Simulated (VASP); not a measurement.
Set up this calculation in VASP 6.6.1, as the native input.

| Quantity | Value |
| --- | --- |
| Task | relaxation of cell and atoms |
| Functional | PBE |
| Potentials or basis | VASP PAW PBE potentials, release 64 (Ge_d, Pd) |
| Cutoff | 600 eV |
| k mesh | 4 × 4 × 4 |
| Occupations | gaussian, width 0.1 eV |
| Spin | no spin polarisation |
| Dipole correction | no |
| Further INCAR settings | ALGO = Normal; EDIFF = 1e-07; IBRION = 2; EDIFFG = -0.04; NSW = 90; ISIF = 3 |

The structure of Ge3Pd lies in POSCAR:

```
Ge3Pd
1.0
    4.0401051274      0.0000000000      0.0000000000
    0.0000000000      4.0401051274      0.0000000000
    0.0000000000      0.0000000000      4.0401051274
Ge Pd
3 1
Direct
    0.0000000000      0.5000000000      0.5000000000
    0.5000000000      0.0000000000      0.5000000000
    0.5000000000      0.5000000000      0.0000000000
    0.0000000000      0.0000000000      0.0000000000
```

One way to write it, as run:

INCAR

```
SYSTEM = Ge3Pd
PREC = Accurate
ENCUT = 600
EDIFF = 1E-7
ISMEAR = 0
SIGMA = 0.1
LREAL = .FALSE.
LASPH = .TRUE.
NELM = 80
ALGO = Normal
ISIF = 3
LWAVE = .FALSE.
LCHARG = .FALSE.
GGA = PE
IBRION = 2
NSW = 90
EDIFFG = -0.04
```

KPOINTS

```
regular mesh
0
G
  4 4 4
  0 0 0
```

Potentials or basis: VASP PAW PBE potentials, release 64 (Ge_d, Pd).

Launch:

```bash
$ cat potpaw_PBE.64/Ge_d/POTCAR potpaw_PBE.64/Pd/POTCAR > POTCAR
$ mpirun -np 1 vasp_std > vasp.out
```

It gave:

```yaml
Relaxed_volume: 17.73 Å³/atom
Relaxed_cell: a = 4.139 Å, b = 4.139 Å, c = 4.139 Å, α = 90.00°, β = 90.00°, γ = 90.00°
Space_group_after_relaxing_to_0.05_Å: Pm-3m (No. 221)
Energy_gained_by_relaxing: 27.1 meV/atom
Ionic_steps: 3
Pressure_after_relaxing: 0.0 GPa
Band_gap_on_the_k_mesh: zero (band 26 reaches 7.73 eV, above the bottom of band 27 at 5.96 eV)
```

Caveat: the k points lie up to 0.38 Å⁻¹ apart in the final cell.

Run time: 40 s on 1 thread of Intel(R) Xeon(R) Platinum 8488C (Sapphire Rapids), with other jobs on the host, peak memory 0.19 GiB.
